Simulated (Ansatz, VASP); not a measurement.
Ag: VASP beside Ansatz

POSCAR

```
Ag
1.0
   -1.6556540000      1.6556540000      1.6142626500
    1.6556540000     -1.6556540000      1.6142626500
    1.6556540000      1.6556540000     -1.6142626500
Ag
1
Direct
    0.0000000000      0.0000000000      0.0000000000
```

File INCAR.step1:

```
PREC = Accurate ; ENCUT = 520
ISMEAR = 0 ; SIGMA = 0.15
LREAL = F ; LASPH = T
NELM = 60 ; NBANDS = 12
GGA = PE ; ALGO = Normal
EDIFF = 1E-4 ; LWAVE = T
LCHARG = F
```

INCAR.step2

```
PREC = Accurate ; ENCUT = 520
EDIFF = 1E-7 ; ISMEAR = 0
SIGMA = 0.15 ; LREAL = F
LASPH = T ; NELM = 60
ALGO = Normal ; ISIF = 2
LWAVE = F ; LCHARG = T
METAGGA = R2SCAN ; LMIXTAU = T
LELF = T ; LVHAR = T
NBANDS = 12 ; ISTART = 1
```

File KPOINTS:

```
Automatic mesh
0
Gamma
  20 20 20
```

Input for Ansatz:

```yaml
crystal:
  lattice:
    - [-1.655654, 1.655654, 1.61426265]
    - [1.655654, -1.655654, 1.61426265]
    - [1.655654, 1.655654, -1.61426265]
  atoms:
    - { symbol: Ag, position: [0.0, 0.0, 0.0] }
basis:
  ecutwfc: 500
kpoints:
  mp_grid: { grid: [20, 20, 20] }
hamiltonian:
  xc: r2scan
scf:
  occupations: { method: gaussian, width: 0.15 }
output:
  forces: true
  stress: true
  eigenvalues: true
  write_density: true
  write_potential: true
  elf: true
  volumetric_format: npy
```

Change from the starting cell: strain +0.000 along x and y, -0.025 along z, atoms carried along.

Alike in both runs: task single point; functional r2SCAN; k mesh 20 × 20 × 20; occupations gaussian, width 0.15 eV; no spin polarisation.

|  | VASP | Ansatz |
| --- | --- | --- |
| version | VASP 6.6.1 | Ansatz 0.2.0 |
| potentials or method | VASP PAW PBE potentials, release 64 (Ag), cutoff 520 eV | scalar-relativistic, plane waves, PAW |
| valence electrons in the cell | 11 | 19 |

Ansatz gave:

| Item | Value |
| --- | --- |
| gap on the k mesh at the Fermi level (eV) | none |
| pressure (GPa) | -1.4 |
| traceless stress, the component that is largest in VASP (GPa) | -0.43 |

Which values does VASP return?

gap on the k mesh at the Fermi level (eV): none; pressure (GPa): -1.3; traceless stress, the component that is largest in VASP (GPa): -0.43.

VASP's potentials were made for PBE, not for r2SCAN. A gap of «none» marks a metal or a gap that the smearing closes. VASP's potentials hold 11 valence electrons a cell and Ansatz's 19, so a difference there can come from the potentials and not from the codes.
